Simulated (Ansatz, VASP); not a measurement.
## RbCl in VASP and in Ansatz

The input INCAR:

```
SYSTEM = RbCl
PREC = Accurate
ENCUT = 500
EDIFF = 1E-6
ISMEAR = 0
SIGMA = 0.05
LREAL = .False.
LASPH = .True.
NELM = 120
ALGO = Normal
ISIF = 2
LWAVE = .False.
LCHARG = .False.
GGA = PE
NBANDS = 15
GGA_COMPAT = .False.
```

File KPOINTS:

```
regular mesh
0
Gamma
  6 6 6
  0 0 0
```

The input POSCAR:

```
RbCl
1.0
    0.0000000000      3.2740000000      3.2740000000
    3.2740000000      0.0000000000      3.2740000000
    3.2740000000      3.2740000000      0.0000000000
Rb Cl
1 1
Direct
    0.0000000000      0.0000000000      0.0000000000
    0.5000000000      0.5000000000      0.5000000000
```

Input for Ansatz:

```yaml
crystal:
  lattice:
    - [0.0, 3.274, 3.274]
    - [3.274, 0.0, 3.274]
    - [3.274, 3.274, 0.0]
  atoms:
    - { symbol: Rb, position: [0.0, 0.0, 0.0] }
    - { symbol: Cl, position: [0.5, 0.5, 0.5] }
basis:
  ecutwfc: 420
kpoints:
  mp_grid: { grid: [6, 6, 6] }
hamiltonian:
  xc: pbe
scf:
  occupations: { method: gaussian, width: 0.05 }
output:
  forces: true
  stress: true
  eigenvalues: true
```

Alike in both runs: task single point; functional PBE; k mesh 6 × 6 × 6; occupations gaussian, width 0.05 eV; no spin polarisation.

|  | VASP | Ansatz |
| --- | --- | --- |
| version | VASP 6.6.1 | Ansatz 0.2.0 |
| potentials or method | VASP PAW PBE potentials, release 64 (Rb_sv, Cl), cutoff 500 eV | scalar-relativistic, plane waves, PAW |
| valence electrons in the cell | 16 | 16 |

|  | VASP | Ansatz | Ansatz less VASP |
| --- | --- | --- | --- |
| gap on the k mesh at the Fermi level (eV) | 5.05 | 5.05 | +0.003 |
| least direct gap on the mesh (eV) | 5.05 | 5.05 | +0.003 |
| pressure (GPa) | 1.2 | 1.2 | 0.00 |

With one functional, cell and mesh, what is left measures potentials, basis and numerics.
